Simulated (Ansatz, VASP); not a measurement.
**One calculation of ZrC, two programs**

INCAR

```
SYSTEM = ZrC
  PREC = Accurate
  ENCUT = 520
  EDIFF = 1E-6
  ISMEAR = 0
  SIGMA = 0.1
  LREAL = .FALSE.
  LASPH = .TRUE.
  NELM = 60
  ALGO = Normal
  ISIF = 2
  LWAVE = .FALSE.
  LCHARG = .FALSE.
  GGA = PS
  NBANDS = 15
```

KPOINTS

```
regular mesh
0
G
  14 14 14
  0 0 0
```

POSCAR

```
ZrC
1.0
   -0.0129966613      2.4845009994      2.4870392262
    2.4358281503      0.0016921512      2.4723504137
    2.4273908964      2.4613749330      0.0101294051
Zr C
1 1
Direct
    0.4926900149      0.5047272371      0.5077652635
    0.0073099851     -0.0047272371     -0.0077652635
```

Input for Ansatz:

```yaml
crystal:
  lattice:
    - [-0.0129966613, 2.4845009994, 2.4870392262]
    - [2.4358281503, 0.0016921512, 2.4723504137]
    - [2.4273908964, 2.461374933, 0.0101294051]
  atoms:
    - { symbol: Zr, position: [0.4926900149, 0.5047272371, 0.5077652635] }
    - { symbol: C, position: [0.0073099851, -0.0047272371, -0.0077652635] }
basis:
  ecutwfc: 420
kpoints:
  mp_grid: { grid: [14, 14, 14] }
hamiltonian:
  xc: pbesol
scf:
  occupations: { method: gaussian, width: 0.1 }
output:
  forces: true
  stress: true
  eigenvalues: true
```

Change from the starting cell: all atoms moved at random, cell strained at random.

Alike in both runs: task single point; functional PBEsol; k mesh 14 × 14 × 14; occupations gaussian, width 0.1 eV; no spin polarisation.

```csv
,VASP,Ansatz
version,VASP 6.6.1,Ansatz 0.2.0
potentials or method,"VASP PAW PBE potentials, release 64 (Zr_sv, C), cutoff 520 eV","scalar-relativistic, plane waves, PAW"
valence electrons in the cell,16,16
```

Ansatz gave:

- gap on the k mesh at the Fermi level (eV): none
- pressure (GPa): -26.8
- traceless stress, the component that is largest in VASP (GPa): 1.95
- rms of the force components (eV/Å): 0.133

Problem. Estimate VASP's values.

Solution. gap on the k mesh at the Fermi level (eV): none; pressure (GPa): -26.6; traceless stress, the component that is largest in VASP (GPa): 1.98; rms of the force components (eV/Å): 0.135.

VASP's potentials were made for PBE, not for PBEsol. Atom by atom the forces differ by 0.002 eV/Å (rms over components). A gap of «none» marks a metal or a gap that the smearing closes.
